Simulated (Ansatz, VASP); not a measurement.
**ZnS in VASP and in Ansatz**

```
CELL_PARAMETERS angstrom
3.80628 0.00000 0.00000
-1.90314 3.29633 0.00000
0.00000 0.00000 6.24636
ATOMIC_POSITIONS crystal
Zn 0.33333 0.66667 0.00539
Zn 0.66667 0.33333 0.50539
S 0.33333 0.66667 0.37961
S 0.66667 0.33333 0.87961
```

Alike in both runs: functional r2SCAN; k mesh 8 × 8 × 4; occupations fermi-dirac, width 0.1 eV; no spin polarisation.

Ansatz relaxed the structure, and its values are those at the end. VASP's run is a single point on that final structure, the one shown.

```csv
,VASP,Ansatz
version,VASP 6.6.1,Ansatz 0.2.0
potentials or method,"VASP PAW PBE potentials, release 64 (Zn, S)","PAW with Ansatz's default frozen-core files, scalar-relativistic"
plane-wave cutoff (eV),520,500
valence electrons in the cell,36,36
```

|  | VASP | Ansatz | Ansatz less VASP |
| --- | --- | --- | --- |
| pressure (GPa) | 0.0 | 0.0 | -0.07 |

VASP's potentials were made for PBE, not for r2SCAN. The functional is the same, so the differences come from potentials, cutoffs and numerics.
